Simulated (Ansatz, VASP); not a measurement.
## Two plane-wave programs on SiO2

```
CELL_PARAMETERS angstrom
0.00000 5.08139 7.09441
5.08139 0.00000 7.09441
5.08139 5.08139 0.00000
ATOMIC_POSITIONS crystal
Si 0.25000 0.25000 0.45577
Si 0.75000 0.75000 0.95577
Si 0.08077 0.66923 0.12500
Si 0.58077 0.16923 0.62500
Si 0.41923 0.83077 0.37500
Si 0.91923 0.33077 0.87500
Si 0.00000 0.00000 0.29423
Si 0.50000 0.50000 0.79423
O 0.08929 0.23608 0.66968
O 0.58929 0.73608 0.16968
O 0.48608 0.33929 0.75495
O 0.98608 0.83929 0.25495
O 0.41071 0.26392 0.49505
O 0.91071 0.76392 0.99505
O 0.20532 0.87005 0.38892
O 0.70532 0.37005 0.88892
O 0.01392 0.16071 0.08032
O 0.51392 0.66071 0.58032
O 0.37995 0.04468 0.36108
O 0.87995 0.54468 0.86108
O 0.29468 0.62995 0.96429
O 0.79468 0.12995 0.46429
O 0.12005 0.45532 0.28571
O 0.62005 0.95532 0.78571
```

Alike in both runs: task single point; functional r2SCANh; k mesh 1 × 1 × 1; no spin polarisation.

|  | VASP | Ansatz |
| --- | --- | --- |
| version | VASP 6.6.1 | Ansatz 0.2.0 |
| potentials or method | VASP PAW PBE potentials, release 64 (Si, O), cutoff 580 eV | plane-wave PAW DFT |
| occupations | gaussian, width 0.01 eV | fixed |
| valence electrons in the cell | 128 | 128 |

|  | VASP | Ansatz | Ansatz less VASP |
| --- | --- | --- | --- |
| gap on the k mesh at the Fermi level (eV) | 7.08 | 7.06 | -0.026 |
| pressure (GPa) | -5.6 | -5.4 | +0.22 |
| traceless stress, the component that is largest in VASP (GPa) | -0.11 | -0.08 | +0.028 |
| rms of the force components (eV/Å) | 0.166 | 0.163 | -0.0029 |

VASP's potentials were made for PBE, not for r2SCANh. Atom by atom the forces differ by 0.008 eV/Å (rms over components). Ansatz's warnings: stress exchange threshold loose, stress scf threshold loose.

The k mesh is coarse, so the values compare programs but aren't converged.
